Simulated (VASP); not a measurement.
Input of a VASP 6.6.1 run:

INCAR

```
SYSTEM = TiNiO4
PREC = Accurate
ENCUT = 520
EDIFF = 1E-7
ISMEAR = -1
SIGMA = 0.1
LREAL = .FALSE.
LASPH = .TRUE.
NELM = 150
ALGO = Normal
ISIF = 2
LWAVE = .FALSE.
LCHARG = .TRUE.
ISPIN = 2
MAGMOM = 1 1 2 2 0 0 0 0 0 0 0 0
LORBIT = 11
LMAXMIX = 4
LDAU = .TRUE.
LDAUTYPE = 2
LDAUL = 2 2 -1
LDAUU = 3.96 2.97 0
LDAUJ = 0 0 0
LDAUPRINT = 1
GGA = PE
LELF = .TRUE.
LVHAR = .TRUE.
NBANDS = 62
LUSENCCL = .FALSE.
```

The input KPOINTS:

```
regular mesh
0
G
  4 4 3
  0 0 0
```

The input POSCAR:

```
TiNiO4
1.0
    2.6402988700      4.0562395200      0.0000000000
    2.6402988700     -4.0562395200      0.0000000000
    0.0000000000      0.0000000000     -6.4412501400
Ti Ni O
2 2 8
Direct
    0.0000000000      0.0000000000      0.0000000000
    0.0000000000      0.0000000000      0.5000000000
    0.3550000000      0.6450000000      0.7500000000
    0.6450000000      0.3550000000      0.2500000000
    0.2400000000      0.7600000000      0.9700000000
    0.7600000000      0.2400000000      0.4700000000
    0.7600000000      0.2400000000      0.0300000000
    0.2400000000      0.7600000000      0.5300000000
    0.2400000000      0.2800000000      0.7500000000
    0.7600000000      0.7200000000      0.2500000000
    0.2800000000      0.2400000000      0.2500000000
    0.7200000000      0.7600000000      0.7500000000
```

Potentials or basis: VASP PAW PBE potentials, release 64 (Ti_sv, Ni, O).

Command:

```sh
$ cat potpaw_PBE.64/Ti_sv/POTCAR potpaw_PBE.64/Ni/POTCAR potpaw_PBE.64/O/POTCAR > POTCAR
$ mpirun -np 1 vasp_std > vasp.out
```

Q: Estimate the net moment.

A: 4.75 μB per cell.

Q: Predict the site moments.

A: Ti +0.19; Ni +1.50; O +0.16, +0.10 (each value once) μB.

Q: What does it give for the largest force?

A: 6.091 eV/Å.

Forces in eV/Å, atoms in the order of the input:
```
Ti   0.000  0.000  0.000
Ti   0.000  0.000  0.000
Ni   0.000 -3.355  0.000
Ni   0.000  3.355  0.000
O    0.000 -2.024 -1.203
O    0.000  2.024 -1.203
O    0.000  2.024  1.203
O    0.000 -2.024  1.203
O   -5.366  2.881  0.000
O    5.366 -2.881  0.000
O   -5.366 -2.881  0.000
O    5.366  2.881  0.000
```

Caveat: forces of over 1 eV/Å act on the atoms, so gaps and moduli don't describe the material at rest. The state reached can hang on the start; a lower one may exist.
